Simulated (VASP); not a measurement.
Runs of VASP 6.6.1 on C. The structure is that of space group I4_1/amd (No. 141), or close to it. The cells are those of the table. 

```csv
cell,gap on the mesh (eV),pressure (GPa)
"a = 2.586, b = 2.586, c = 2.648 Å, angles 59.2, 59.2, 61.6°, 2 atoms",2.80,-33.6
"a = 2.618, b = 2.618, c = 2.711 Å, angles 58.8, 58.8, 62.4°, 2 atoms",2.23,(a)
"a = 2.651, b = 2.651, c = 2.774 Å, angles 58.5, 58.5, 63.1°, 2 atoms",1.72,-56.1
"a = 2.635, b = 2.635, c = 2.743 Å, angles 58.6, 58.6, 62.7°, 2 atoms",(b),-51.5
```

Alike in all rows: task single point; level PBE; potentials or basis VASP PAW PBE potentials, release 64 (C); no spin polarisation; k mesh 12 × 12 × 12; cutoff (eV) 520; smearing gaussian 0.05 eV.

Task: Fill in the values left out.

Result: (a) -46.3; (b) 1.97.

A k mesh can miss the band edges.
